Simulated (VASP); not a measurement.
GaP:

```
Ga P
1.0
     0.00000    2.55854    2.55854
     2.55854    0.00000    2.55854
     2.55854    2.55854    0.00000
Ga P
1 1
Direct
  0.00000 0.00000 0.00000
  0.50000 0.50000 0.50000
```

Program: VASP 6.6.1. Alike in all runs: task single point; potentials or basis VASP PAW PBE potentials, release 64 (Ga_d, P); no spin polarisation; cell as given; cutoff (eV) 520; smearing fermi-dirac 0.02 eV. Hardware: 1 thread of Intel(R) Xeon(R) 6975P-C (Granite Rapids) (shared host).

**Question.** Order these runs on this cell by their wall time, lowest first.
A. level HSE06; k mesh 4 × 4 × 4; grid for exact exchange (PRECFOCK) Normal; screening parameter 0.2079 1/Å
B. level PBE-based screened hybrid; k mesh 4 × 4 × 4; grid for exact exchange (PRECFOCK) Normal; share of exact exchange 0.15; screening parameter 0.3 1/Å
C. level PBEsol; k mesh 6 × 6 × 6

**Answer.** C (4.7 s), B (260 s), A (1100 s).

Caveats: some runs use coarse meshes.
